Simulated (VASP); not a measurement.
CdSe (Cadmoselite), 4 atoms in the cell. It takes space group P6_3mc (No. 186, hexagonal). The conventional cell has a = 4.297 Å, b = 4.297 Å, c = 6.979 Å, α = 90.00°, β = 90.00°, γ = 120.00°. Cd (site symmetry 3m) has 4 Se at 2.63 Å within 3.5 Å. Se (site symmetry 3m) has 4 Cd at 2.63 Å within 3.5 Å. 

```yaml
Program: VASP 6.6.1
Task: single point
Functional: PBEsol-based global hybrid
Potentials_or_basis: VASP PAW PBE potentials, release 64 (Cd, Se)
Cutoff: 520 eV
k_mesh: 4 × 4 × 2
Occupations: fermi-dirac, width 0.05 eV
Spin: no spin polarisation
Dipole_correction: no
Grid_for_exact_exchange_PRECFOCK: Normal
Share_of_exact_exchange: 0.25
Further_INCAR_settings: ALGO = Normal; EDIFF = 1e-07; NBANDS = 26
```

Potentials or basis: VASP PAW PBE potentials, release 64 (Cd, Se).

Launch:

```console
$ cat potpaw_PBE.64/Cd/POTCAR potpaw_PBE.64/Se/POTCAR > POTCAR
$ cp INCAR.step1 INCAR
$ mpirun -np 1 vasp_std > vasp.out
$ cp INCAR.step2 INCAR
$ mpirun -np 1 vasp_std > vasp.out
```

Hardware: 1 thread of Intel(R) Xeon(R) Platinum 8375C CPU @ 2.90GHz (Ice Lake), with other jobs on the host.

Q: How long does it take, and how much memory?

A: It took 20 min on 1 thread of Intel(R) Xeon(R) Platinum 8375C CPU @ 2.90GHz (Ice Lake), on a shared host, peak memory 0.26 GiB. Counts: k points 8.
